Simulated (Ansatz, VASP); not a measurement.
## One calculation of SrCl2, two programs

File INCAR:

```
SYSTEM = SrCl2
PREC     = Accurate       ! precision mode
ENCUT    = 520            ! plane-wave cutoff, eV
EDIFF    = 1E-6           ! SCF threshold, eV
ISMEAR   = 0              ! smearing method
SIGMA    = 0.05           ! smearing width, eV
LREAL    = .FALSE.        ! projectors in reciprocal space
LASPH    = .TRUE.         ! aspherical terms in the spheres
NELM     = 80             ! most SCF steps
ALGO     = Normal         ! electronic algorithm
ISIF     = 2              ! what is computed and relaxed
LWAVE    = .FALSE.        ! write WAVECAR
LCHARG   = .FALSE.        ! write CHGCAR
GGA      = PE             ! functional
NBANDS   = 19             ! bands
```

The input KPOINTS:

```
Automatic mesh
0
G
  6 6 6
  0 0 0
```

File POSCAR:

```
SrCl2
1.0
    0.0000000000      3.5168343136      3.2984389027
    3.5168343136      0.0000000000      3.2984389027
    3.5168343136      3.5168343136      0.0000000000
Sr Cl
1 2
Direct
    0.0000000000      0.0000000000      0.0000000000
    0.2500000000      0.2500000000      0.2500000000
    0.7500000000      0.7500000000      0.7500000000
```

Input for Ansatz:

```yaml
crystal:
  lattice:
    - [0.0, 3.5168343136, 3.2984389027]
    - [3.5168343136, 0.0, 3.2984389027]
    - [3.5168343136, 3.5168343136, 0.0]
  atoms:
    - { symbol: Sr, position: [0.0, 0.0, 0.0] }
    - { symbol: Cl, position: [0.25, 0.25, 0.25] }
    - { symbol: Cl, position: [0.75, 0.75, 0.75] }
basis:
  ecutwfc: 420
kpoints:
  mp_grid: { grid: [6, 6, 6] }
hamiltonian:
  xc: pbe
scf:
  occupations: { method: gaussian, width: 0.05 }
output:
  forces: true
  stress: true
  eigenvalues: true
```

Alike in both runs: task single point; functional PBE; k mesh 6 × 6 × 6; occupations gaussian, width 0.05 eV; no spin polarisation.

|  | VASP | Ansatz |
| --- | --- | --- |
| version | VASP 6.6.1 | Ansatz 0.2.0 |
| potentials or method | VASP PAW PBE potentials, release 64 (Sr_sv, Cl), cutoff 520 eV | scalar-relativistic, plane waves, PAW |
| valence electrons in the cell | 24 | 24 |

Ansatz gave:

- gap on the k mesh at the Fermi level (eV): 5.07
- least direct gap on the mesh (eV): 5.17
- pressure (GPa): 2.7
- traceless stress, the component that is largest in VASP (GPa): 2.45

Which values does VASP return?

gap on the k mesh at the Fermi level (eV): 5.06; least direct gap on the mesh (eV): 5.17; pressure (GPa): 2.8; traceless stress, the component that is largest in VASP (GPa): 2.44.
